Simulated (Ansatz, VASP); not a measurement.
**One calculation of Hf, two programs**

```xyz
2
Lattice="0.0000 3.0438 3.0438 3.0438 0.0000 3.0438 3.0438 3.0438 0.0000" Properties=species:S:1:pos:R:3 pbc="T T T"
Hf   -0.4414   -1.0806   -1.0806
Hf    0.4414    1.0806    1.0806
```

Change from the starting cell: shortest bond scaled by 0.58, PAW files.

Alike in both runs: task single point; functional PBEsol; k mesh 9 × 9 × 9; occupations fermi-dirac, width 0.05 eV; no spin polarisation.

|  | VASP | Ansatz |
| --- | --- | --- |
| version | VASP 6.6.1 | Ansatz 0.2.0 |
| potentials or method | VASP PAW PBE potentials, release 64 (Hf_pv) | PAW with Ansatz's default frozen-core files, scalar-relativistic |
| plane-wave cutoff (eV) | 520 | 420 |
| valence electrons in the cell | 20 | 52 |

|  | VASP | Ansatz | Ansatz less VASP |
| --- | --- | --- | --- |
| pressure (GPa) | 153.0 | 197.7 | +44.70 |
| traceless stress, the component that is largest in VASP (GPa) | -166.21 | -209.30 | -43.084 |
| rms of the force components (eV/Å) | 65.814 | 83.094 | +17.2807 |

VASP's potentials were made for PBE, not for PBEsol. Atom by atom the forces differ by 17.281 eV/Å (rms over components). The pressures are high and differ by over a tenth, so treat them with care. With one functional, cell and mesh, what is left measures potentials, basis and numerics. VASP's potentials hold 20 valence electrons a cell and Ansatz's 52, so a difference there can come from the potentials and not from the codes.

Spin-orbit coupling is off throughout. Noted on VASP's run: the cell as given lies far from equilibrium.
